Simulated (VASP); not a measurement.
Input of a VASP 6.6.1 run:

Contents of INCAR:

```
SYSTEM = C
  ALGO = Normal
  EDIFF = 1E-6
  EDIFFG = -0.01
  ENCUT = 600
  GGA = PE
  IBRION = 2
  ISIF = 4
  ISMEAR = 0
  IVDW = 12
  LASPH = .True.
  LCHARG = .False.
  LREAL = .False.
  LWAVE = .False.
  NELM = 80
  NSW = 50
  PREC = Accurate
  SIGMA = 0.1
```

The input KPOINTS:

```
k-points
0
Gamma
  21 21 6
  0 0 0
```

The input POSCAR:

```
C
1.0
    2.4984652897      0.0000000000      0.0000000000
   -1.2492326449      2.1637344114      0.0000000000
    0.0000000000      0.0000000000      7.2170824146
C
4
Direct
    0.0000000000      0.0000000000      0.0025000000
    0.0000000000      0.0000000000      0.5025000000
    0.3333333333      0.6666666667      0.0025000000
    0.6666666667      0.3333333333      0.5025000000
```

Potentials or basis: VASP PAW PBE potentials, release 64 (C).

Command:

```console
$ cat potpaw_PBE.64/C/POTCAR > POTCAR
$ mpirun -np 1 vasp_std > vasp.out
```

Task: Estimate the dispersion energy per atom.

Result: -0.139 eV.

Task: Estimate the band gap on the k mesh.

Result: Zero (bands 8 and 9 overlap by 0.01 eV).

Step by step:
```
step  energy change (eV)  largest force (eV/Å)  pressure (GPa)  volume (Å³)
   1              0.0000                0.0000          -10.59        39.02
   2             -0.0375                0.0000           -0.78        39.02
   3             -0.0382                0.0000           -1.94        39.02
```
